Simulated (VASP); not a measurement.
**Ni3Cl: single point with PBE**

Crystal: Ni3Cl.

```
Ni Cl
1.0
     3.67676    0.00000    0.00000
     0.00000    3.67676    0.00000
     0.00000    0.00000    3.67676
Ni Cl
3 1
Direct
  0.00000 0.50000 0.50000
  0.50000 0.00000 0.50000
  0.50000 0.50000 0.00000
  0.00000 0.00000 0.00000
```

* Program: VASP 6.6.1
* Task: single point
* Functional: PBE
* Potentials or basis: VASP PAW PBE potentials, release 64 (Ni, Cl)
* Cutoff: 520 eV
* k mesh: 6 × 6 × 6
* Occupations: gaussian, width 0.1 eV
* Spin: collinear spin, ferromagnetic start
* Starting moments: [0.74, 0.74, 0.74, 0.0] μB
* Dipole correction: no
* Further INCAR settings: ALGO = Normal; EDIFF = 1e-07; NBANDS = 30

```yaml
Pressure: 0.3 GPa
Net_moment: 1.99 μB per cell
Site_moments: Ni +0.66; Cl +0.07 μB
Valence_electrons_inside_the_program's_atomic_spheres: Ni 9.14; Cl 4.93
```

Levels at points of the mesh, in eV from the Fermi level:
Spin up:
| k point | band 18 | band 19 | band 20 | band 21 | band 22 | band 23 |
| --- | --- | --- | --- | --- | --- | --- |
| (0.00, 0.00, 0.00) | -0.43 | -0.43 | -0.43 | 5.41 | 5.41 | 6.01 |
| (0.50, 0.00, 0.00) | -0.53 | -0.53 | -0.43 | 1.80 | 4.63 | 4.63 |
| (0.50, 0.50, 0.00) | -0.52 | -0.52 | -0.10 | 2.32 | 4.61 | 4.61 |
| (0.50, 0.50, 0.50) | -0.55 | -0.55 | -0.43 | 3.10 | 3.10 | 3.10 |
Spin down:
```csv
k point,band 13,band 14,band 15,band 16,band 17,band 18,band 19,band 20,band 21,band 22
"(0.00, 0.00, 0.00)",-0.84,-0.84,-0.26,-0.26,0.26,0.48,0.48,0.48,5.70,5.70
"(0.50, 0.00, 0.00)",-0.88,-0.88,-0.67,-0.54,-0.16,-0.01,-0.01,0.48,2.05,4.77
"(0.50, 0.50, 0.00)",-0.92,-0.85,-0.79,-0.45,-0.35,0.16,0.16,0.40,2.30,4.82
"(0.50, 0.50, 0.50)",-0.98,-0.98,-0.57,-0.57,-0.47,0.30,0.30,0.30,3.57,3.57
```

Wall time 90 s on 1 thread of Oxide Virtual Turin-like Processor (shared host), peak memory 0.16 GiB.

With open d or f shells a metallic result of PBE can be an artefact of self-interaction; +U or a hybrid may open a gap.
